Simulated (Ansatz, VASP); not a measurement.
One calculation of GaC2, two programs

INCAR

```
SYSTEM = GaC2
  ALGO = Normal
  EDIFF = 1E-6
  EDIFFG = -0.04
  ENCUT = 600
  GGA = PE
  IBRION = 2
  ISIF = 3
  ISMEAR = 0
  LASPH = .True.
  LCHARG = .False.
  LREAL = .False.
  LWAVE = .False.
  NELM = 100
  NSW = 90
  PREC = Accurate
  SIGMA = 0.1
```

The input KPOINTS:

```
k-points
0
Gamma
  6 6 4
  0 0 0
```

The input POSCAR:

```
GaC2
1.0
    3.1354782063      0.0000000000      0.0000000000
    0.0000000000      3.1354782063      0.0000000000
    0.0000000000      0.0000000000      6.5802069551
Ga C
2 4
Direct
    0.5000000000      0.0000000000      0.2800000000
    0.0000000000      0.5000000000      0.7200000000
    0.0000000000      0.0000000000      0.0000000000
    0.5000000000      0.5000000000      0.0000000000
    0.5000000000      0.0000000000      0.6400000000
    0.0000000000      0.5000000000      0.3600000000
```

Input for Ansatz:

```yaml
crystal:
  lattice:
    - [3.1354782063, 0.0, 0.0]
    - [0.0, 3.1354782063, 0.0]
    - [0.0, 0.0, 6.5802069551]
  atoms:
    - { symbol: Ga, position: [0.5, 0.0, 0.28] }
    - { symbol: Ga, position: [0.0, 0.5, 0.72] }
    - { symbol: C, position: [0.0, 0.0, 0.0] }
    - { symbol: C, position: [0.5, 0.5, 0.0] }
    - { symbol: C, position: [0.5, 0.0, 0.64] }
    - { symbol: C, position: [0.0, 0.5, 0.36] }
basis:
  ecutwfc: 420
kpoints:
  mp_grid: { grid: [6, 6, 4] }
hamiltonian:
  xc: pbe
scf:
  occupations: { method: gaussian, width: 0.1 }
  lower_state_search: "off"
output:
  forces: true
  stress: true
  eigenvalues: true
relax:
  adjacent_minimum: "off"
  f_tol: 0.04
  max_steps: 70
  cell: { stress_tol: 0.4 }
```

Alike in both runs: task relaxation of cell and atoms; functional PBE; k mesh 6 × 6 × 4; occupations gaussian, width 0.1 eV; no spin polarisation.

|  | VASP | Ansatz |
| --- | --- | --- |
| version | VASP 6.6.1 | Ansatz 0.2.0 |
| potentials or method | VASP PAW PBE potentials, release 64 (Ga_d, C), cutoff 600 eV | scalar-relativistic, plane waves, PAW |
| valence electrons in the cell | 42 | 42 |

|  | VASP | Ansatz | Ansatz less VASP |
| --- | --- | --- | --- |
| gap on the k mesh at the Fermi level, each at its own relaxed structure (eV) | none | none | - |
| relaxed volume (Å³/atom) | 10.85 | 9.38 | -1.472 |
| relaxed cell length with the largest relative difference (Å) | 8.000 | 9.061 | +1.0606 |

A gap of «none» marks a metal or a gap that the smearing closes.
